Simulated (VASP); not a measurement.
# Sn4As: relaxation of cell and atoms with PBE

Crystal: Sn4As.

```
CELL_PARAMETERS angstrom
5.36347 0.00000 0.00000
0.00000 5.36347 0.00000
0.00000 0.00000 5.36347
ATOMIC_POSITIONS crystal
Sn 0.50000 0.00000 0.00000
Sn 0.00000 0.50000 0.00000
Sn 0.00000 0.00000 0.50000
Sn 0.50000 0.50000 0.50000
As 0.00000 0.00000 0.00000
```

The cell was generated, and may not be a known phase.

| Item | Value |
| --- | --- |
| Program | VASP 6.6.1 |
| Task | relaxation of cell and atoms |
| Functional | PBE |
| Potentials or basis | VASP PAW PBE potentials, release 64 (Sn_d, As) |
| Cutoff | 600 eV |
| k mesh | 4 × 4 × 4 |
| Occupations | gaussian, width 0.1 eV |
| Spin | no spin polarisation |
| Dipole correction | no |
| Further INCAR settings | ALGO = Normal; EDIFF = 1e-06; IBRION = 2; EDIFFG = -0.04; NSW = 90; ISIF = 3 |

```
Relaxed volume                        : 31.20 Å³/atom
Relaxed cell                          : a = 5.383 Å, b = 5.383 Å, c = 5.383 Å, α = 90.00°, β = 90.00°, γ = 90.00°
Space group after relaxing (to 0.1 Å) : Pm-3m (No. 221)
Energy gained by relaxing             : 0.4 meV/atom
Ionic steps                           : 2
Pressure after relaxing               : 0.0 GPa
Band gap on the k mesh                : zero (an odd number of electrons rules out a gap without spin polarisation)
```

The path:
| step | energy change (eV) | largest force (eV/Å) | pressure (GPa) | volume (Å³) |
| --- | --- | --- | --- | --- |
| 1 | 0.0000 | 0.0000 | 0.40 | 154.29 |
| 2 | -0.0020 | 0.0000 | 0.00 | 156.00 |

Final structure:
```yaml
crystal:
  lattice:
    - [5.38321, 0.00000, 0.00000]
    - [0.00000, 5.38321, 0.00000]
    - [0.00000, 0.00000, 5.38321]
  atoms:
    - { symbol: Sn, position: [0.50000, 0.00000, 0.00000] }
    - { symbol: Sn, position: [0.00000, 0.50000, 0.00000] }
    - { symbol: Sn, position: [0.00000, 0.00000, 0.50000] }
    - { symbol: Sn, position: [0.50000, 0.50000, 0.50000] }
    - { symbol: As, position: [0.00000, 0.00000, 0.00000] }
```

Levels at points of the mesh, in eV from the Fermi level:
```csv
k point,band 28,band 29,band 30,band 31,band 32,band 33
"(0.00, 0.00, 0.00)",-4.06,-0.78,-0.78,-0.78,1.09,1.09
"(0.50, 0.00, 0.00)",-1.47,-1.47,-0.16,0.08,0.71,0.93
"(0.50, 0.50, 0.00)",-1.31,-1.31,-0.46,-0.46,0.15,0.33
"(0.50, 0.50, 0.50)",-3.49,0.61,0.61,0.61,1.53,1.53
```

Wall time 3.4 min on 1 thread of Intel Xeon 8259CL, with other jobs on the host, peak memory 0.36 GiB.

Caveat: spin-orbit coupling is left out, which moves the levels of the heavy elements.
